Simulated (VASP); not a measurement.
Here is a VASP 6.6.1 calculation.

Contents of INCAR:

```
SYSTEM = K3Mg4F12
PREC     = Accurate       ! precision mode
ENCUT    = 520            ! plane-wave cutoff, eV
EDIFF    = 1E-6           ! SCF threshold, eV
ISMEAR   = 0              ! smearing method
SIGMA    = 0.05           ! smearing width, eV
LREAL    = Auto         
LASPH    = .TRUE.         ! aspherical terms in the spheres
NELM     = 100            ! most SCF steps
ALGO     = Normal         ! electronic algorithm
ISIF     = 2              ! what is computed and relaxed
LWAVE    = .FALSE.        ! write WAVECAR
LCHARG   = .TRUE.         ! write CHGCAR
GGA      = PS             ! functional
LELF     = .TRUE.         ! ELF
LVHAR    = .TRUE.       
NBANDS   = 74             ! bands
NELECT   = 120.0
```

KPOINTS

```
regular mesh
0
G
  4 4 4
  0 0 0
```

The input POSCAR:

```
K3Mg4F12
1.0
   -3.9908822801      3.9908822801      3.9908822801
    3.9908822801     -3.9908822801      3.9908822801
    3.9908822801      3.9908822801     -3.9908822801
K Mg F
3 4 12
Direct
   -0.3791877068     -0.3791877068      0.4999999649
   -0.0018557300      0.4981442349      0.0000000000
    0.4981442349     -0.0018557300      0.0000000000
    0.4907531374      0.4907531374     -0.0199935740
    0.0107467465      0.0107467465      0.0199935740
    0.0107467465      0.4907531374      0.4999999649
    0.4907531374      0.0107467465      0.4999999649
    0.4801723943      0.7539317847      0.2262405745
   -0.0044075467      0.2462351508      0.2493572674
    0.0276911200      0.7539316594      0.7737593553
    0.4968778483      0.2462351508      0.7506426624
    0.7539317847      0.4801723943      0.2262405745
    0.2462351508     -0.0044075467      0.2493572674
    0.2462351508      0.4968778483      0.7506426624
    0.7539316594      0.0276911200      0.7737593553
    0.2596364481      0.7424793046      0.4999999649
    0.7424793046      0.2596364481      0.4999999649
    0.7424794299      0.7424794299     -0.0171571084
    0.2596364481      0.2596364481      0.0171571084
```

Potentials or basis: VASP PAW PBE potentials, release 64 (K_sv, Mg, F).

Run with:

```sh
$ cat potpaw_PBE.64/K_sv/POTCAR potpaw_PBE.64/Mg/POTCAR potpaw_PBE.64/F/POTCAR > POTCAR
$ mpirun -np 1 vasp_std > vasp.out
```

Question: What does it give for the largest force?

Answer: 1.484 eV/Å.

Forces in eV/Å, atoms in the order of the input:
```
K    0.000  0.000 -1.484
K    0.000  0.000  0.062
K    0.000  0.000  0.062
Mg   0.067  0.067  0.097
Mg  -0.067 -0.067  0.097
Mg   0.067 -0.067  0.097
Mg  -0.067  0.067  0.097
F    0.000  0.209  0.112
F    0.000 -0.035  0.043
F    0.000 -0.209  0.112
F    0.000  0.035  0.043
F    0.209  0.000  0.112
F   -0.035  0.000  0.043
F    0.035  0.000  0.043
F   -0.209  0.000  0.112
F   -0.100  0.100  0.087
F    0.100 -0.100  0.087
F   -0.100 -0.100  0.087
F    0.100  0.100  0.087
```

Caveat: the cell carries a net charge on a neutralising background, which shifts energy and pressure; the PAW data sets were made with another functional, which shifts forces and pressure a little.
